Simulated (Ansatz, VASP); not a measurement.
## One calculation of Cd, two programs

The input INCAR:

```
SYSTEM = Cd
PREC = Accurate
ENCUT = 520
EDIFF = 1E-6
ISMEAR = -1
SIGMA = 0.1
LREAL = .FALSE.
LASPH = .TRUE.
NELM = 100
ALGO = Normal
ISIF = 2
LWAVE = .FALSE.
LCHARG = .FALSE.
GGA = PE
NBANDS = 19
```

Contents of KPOINTS:

```
regular mesh
0
G
  13 13 13
  0 0 0
```

POSCAR

```
Cd
1.0
    0.0000000000      3.2950740282      3.2950740282
    3.2950740282      0.0000000000      3.2950740282
    3.2950740282      3.2950740282      0.0000000000
Cd
2
Direct
    0.1250000000      0.1250000000      0.1250000000
    0.8750000000      0.8750000000      0.8750000000
```

Input for Ansatz:

```yaml
crystal:
  lattice:
    - [0.0, 3.2950740282, 3.2950740282]
    - [3.2950740282, 0.0, 3.2950740282]
    - [3.2950740282, 3.2950740282, 0.0]
  atoms:
    - { symbol: Cd, position: [0.125, 0.125, 0.125] }
    - { symbol: Cd, position: [0.875, 0.875, 0.875] }
hamiltonian:
  xc: pbe
  pseudopotentials:
    kind: paw
    azcp:
      Cd: "pseudopotentials/Cd.paw.azcp"
basis:
  ecutwfc: 420
  fft_grid_basis: typed
kpoints:
  mp_grid: { grid: [13, 13, 13], shift: [0, 0, 0] }
magnetization:
  spin_polarized: false
scf:
  occupations: { method: fermi_dirac, width: 0.1 }
output:
  stress: true
```

Alike in both runs: task single point; functional PBE; k mesh 13 × 13 × 13; occupations fermi-dirac, width 0.1 eV; no spin polarisation.

|  | VASP | Ansatz |
| --- | --- | --- |
| version | VASP 6.6.1 | Ansatz 0.2.0 |
| potentials or method | VASP PAW PBE potentials, release 64 (Cd), cutoff 520 eV | plane waves (420 eV) with PAW, scalar-relativistic |
| valence electrons in the cell | 24 | 40 |

VASP gave:

- pressure (GPa): 1.0

Estimate Ansatz's values.

pressure (GPa): 0.8.

The functional is the same, so the differences come from potentials, cutoffs and numerics. VASP's potentials hold 24 valence electrons a cell and Ansatz's 40, so a difference there can come from the potentials and not from the codes.
